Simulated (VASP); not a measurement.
# GaN (Fm-3m) in VASP: further runs, part 3 of 3

VASP 6.6.1. Earlier steps stand in the parts before.

**5. Electric field gradients, PBEsol**

This run uses another cell than the first one, of 7.91 Å³/atom, 1.042 times its volume.

INCAR reads:

```
ALGO = Normal ; EDIFF = 1E-8
ENCUT = 520 ; GGA = PS
ISIF = 2 ; ISMEAR = -1
LASPH = T ; LCHARG = F
LEFG = T ; LREAL = F
LWAVE = F ; NBANDS = 16
NELM = 60 ; PREC = Accurate
SIGMA = 0.02
```

KPOINTS reads:

```
k-points
0
Gamma
  10 10 10
```

POSCAR reads:

```
GaN
1.0
    0.0000000000      1.9925000000      1.9925000000
    1.9925000000      0.0000000000      1.9925000000
    1.9925000000      1.9925000000      0.0000000000
Ga N
1 1
Direct
    0.5000000000      0.5000000000      0.5000000000
    0.0000000000      0.0000000000      0.0000000000
```

Potentials or basis: VASP PAW PBE potentials, release 64 (Ga_d, N).

On the command line:

```bash
$ cat potpaw_PBE.64/Ga_d/POTCAR potpaw_PBE.64/N/POTCAR > POTCAR
$ mpirun -np 1 vasp_std > vasp.out
```

OUTCAR:

```text
EDIFF = 1E-8
   ENCUT = 520
   GGA = PS
   ISIF = 2
   ISMEAR = -1
   LASPH = T
   LREAL = F
   NELM = 60
   PREC = Accurate

 ion  position               nearest neighbor table
   1  0.500  0.500  0.500-   2 1.99   2 1.99   2 1.99   2 1.99   2 1.99   2 1.99
   2  0.000  0.000  0.000-   1 1.99   1 1.99   1 1.99   1 1.99   1 1.99   1 1.99

  LATTYP: Found a face centered cubic cell.
 ALAT       =     3.9850000000

  Lattice vectors:

 A1 = (   0.0000000000,   1.9925000000,   1.9925000000)
 A2 = (   1.9925000000,   0.0000000000,   1.9925000000)
 A3 = (   1.9925000000,   1.9925000000,   0.0000000000)

Analysis of symmetry for initial positions (statically):
=====================================================================
 Subroutine PRICEL returns:
 Original cell was already a primitive cell.

 Routine SETGRP: Setting up the symmetry group for a
 face centered cubic supercell.

 Subroutine GETGRP returns: Found 48 space group operations
 (whereof 48 operations were pure point group operations)
 out of a pool of 48 trial point group operations.

The static configuration has the point symmetry O_h .

Analysis of symmetry for dynamics (positions and initial velocities):
=====================================================================
 Subroutine PRICEL returns:
 Original cell was already a primitive cell.

 Routine SETGRP: Setting up the symmetry group for a
 face centered cubic supercell.

 Subroutine GETGRP returns: Found 48 space group operations
 (whereof 48 operations were pure point group operations)
 out of a pool of 48 trial point group operations.

The dynamic configuration has the point symmetry O_h .

 Subroutine INISYM returns: Found 48 space group operations
 (whereof 48 operations are pure point group operations),
[... 150 lines left out ...]

 k-point     1 :       0.0000    0.0000    0.0000
  band No.  band energies     occupation
      1      -9.0897      2.00000
      2      -3.7716      2.00000
      3      -3.7716      2.00000
      4      -3.7716      2.00000
      5      -3.6175      2.00000
      6      -3.6175      2.00000
[... 433 lines left out ...]
      3      -3.5674      2.00000
      4      -3.5303      2.00000
      5      -3.3906      2.00000
      6      -2.8284      2.00000
[... 8 lines left out ...]
     15      37.3474      0.00000
     16      39.2977      0.00000

 [... further k-points ...]
[... 5 lines left out ...]
  --------------------------------------------------------------------------------------
  -------------------------------------------------------------------------------------
  Total        5.8722884      5.8722884      5.8722884     -0.0000000     -0.0000000      0.0000000
  in kB      594.6932004    594.6932004    594.6932004     -0.0000000     -0.0000000      0.0000000
  external PRESSURE =     594.6932004 kB  Pullay stress =       0.0000000 kB

 VOLUME and BASIS-vectors are now :
 -----------------------------------------------------------------------------
  energy-cutoff  :      520.00
  volume of cell :       15.82
      direct lattice vectors                 reciprocal lattice vectors
     0.000000000  1.992500000  1.992500000    -0.250941029  0.250941029  0.250941029
     1.992500000  0.000000000  1.992500000     0.250941029 -0.250941029  0.250941029
     1.992500000  1.992500000  0.000000000     0.250941029  0.250941029 -0.250941029

 POSITION                                       TOTAL-FORCE (eV/Angst)
 -----------------------------------------------------------------------------------
      1.99250      1.99250      1.99250         0.000000     -0.000000      0.000000
      0.00000      0.00000      0.00000        -0.000000      0.000000     -0.000000
 -----------------------------------------------------------------------------------
    total drift:                                0.000000     -0.000000      0.000000

  FREE ENERGIE OF THE ION-ELECTRON SYSTEM (eV)
  ---------------------------------------------------
  free  energy   TOTEN  =       -11.7817100541 eV

  energy  without entropy=      -11.7817100541  energy(sigma->0) =      -11.78171005

 Electric field gradients (V/A^2)
---------------------------------------------------------------------
 ion       V_xx      V_yy      V_zz      V_xy      V_xz      V_yz
---------------------------------------------------------------------
   1       0.000    -0.000    -0.000    -0.002    -0.002    -0.002
   2       0.000    -0.000     0.000    -0.000    -0.000    -0.000
---------------------------------------------------------------------

 Electric field gradients after diagonalization (V/A^2)
 (convention: |V_zz| > |V_xx| > |V_yy|)
----------------------------------------------------------------------
 ion       V_xx      V_yy      V_zz     asymmetry (V_yy - V_xx)/ V_zz
----------------------------------------------------------------------
   1       0.002     0.002    -0.004       0.000
   2       0.000     0.000    -0.000       0.000
----------------------------------------------------------------------

           NMR quadrupolar parameters

 Cq : quadrupolar parameter    Cq=e*Q*V_zz/h
 eta: asymmetry parameters     (V_yy - V_xx)/ V_zz
 Q  : nuclear electric quadrupole moment in mb (millibarn)
----------------------------------------------------------------------
 ion       Cq(MHz)       eta       Q (mb)
----------------------------------------------------------------------
   1      -0.000       0.000       1.000
   2      -0.000       0.000       1.000
----------------------------------------------------------------------
```

OSZICAR:

```text
N       E                     dE             d eps       ncg     rms          rms(c)
DAV:   1     0.750787739961E+02    0.75079E+02   -0.89283E+03  1664   0.228E+03
DAV:   2    -0.940149749293E+01   -0.84480E+02   -0.79114E+02  1720   0.337E+02
DAV:   3    -0.136411064066E+02   -0.42396E+01   -0.42242E+01  1680   0.638E+01
DAV:   4    -0.136781356099E+02   -0.37029E-01   -0.37026E-01  1888   0.611E+00
DAV:   5    -0.136784669271E+02   -0.33132E-03   -0.33132E-03  1752   0.543E-01    0.751E+00
DAV:   6    -0.118429419126E+02    0.18355E+01   -0.35562E+00  2184   0.471E+01    0.252E+00
DAV:   7    -0.118064580901E+02    0.36484E-01   -0.29014E-01  1712   0.510E+00    0.162E+00
DAV:   8    -0.117833664194E+02    0.23092E-01   -0.23084E-02  2048   0.259E+00    0.359E-01
DAV:   9    -0.117817739435E+02    0.15925E-02   -0.54554E-03  2000   0.237E+00    0.751E-02
DAV:  10    -0.117817125539E+02    0.61390E-04   -0.30987E-04  1688   0.218E-01    0.262E-02
DAV:  11    -0.117817095751E+02    0.29788E-05   -0.45329E-05  1960   0.987E-02    0.180E-02
DAV:  12    -0.117817100551E+02   -0.48002E-06   -0.15132E-06  1640   0.127E-02    0.555E-03
DAV:  13    -0.117817100541E+02    0.94769E-09   -0.32942E-08  1936   0.232E-03
   1 F= -.11781710E+02 E0= -.11781710E+02  d E =-.325420E-10
```

Run time: 17 s. Hardware: 1 thread of Intel Xeon 8259CL, shared host; peak memory 0.14 GiB.

What came out:

```
Free energy            : -11.7817 eV
Pressure               : 59.5 GPa
Band gap on the k mesh : 1.73 eV, indirect (least direct gap 5.22 eV)
```

Caveat: without QUAD_EFG the Cq values of the log hold for a quadrupole moment of 1 mb, not for the nuclei; the PAW data sets were made with another functional, which shifts forces and pressure a little.
